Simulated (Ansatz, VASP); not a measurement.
# Two plane-wave programs on Sn3Cl2

```
CELL_PARAMETERS angstrom
2.25849 1.30394 10.43833
-2.25849 1.30394 10.43833
0.00000 -2.60788 10.43833
ATOMIC_POSITIONS crystal
Sn 0.00000 0.00000 0.00000
Sn 0.18282 0.18282 0.18282
Sn 0.81718 0.81718 0.81718
Cl 0.37622 0.37622 0.37622
Cl 0.62378 0.62378 0.62378
```

Alike in both runs: functional PBE; k mesh 6 × 6 × 6; occupations gaussian, width 0.1 eV; no spin polarisation.

Ansatz relaxed the structure, and its values are those at the end. VASP's run is a single point on that final structure, the one shown.

|  | VASP | Ansatz |
| --- | --- | --- |
| version | VASP 6.6.1 | Ansatz 0.2.0 |
| potentials or method | VASP PAW PBE potentials, release 64 (Sn_d, Cl), cutoff 520 eV | scalar-relativistic, plane waves, PAW |
| valence electrons in the cell | 56 | 56 |

```csv
,VASP,Ansatz,Ansatz less VASP
gap on the k mesh at the Fermi level (eV),none,none,-
pressure (GPa),0.1,0.2,+0.05
```

A gap of «none» marks a metal or a gap that the smearing closes. With one functional, cell and mesh, what is left measures potentials, basis and numerics.
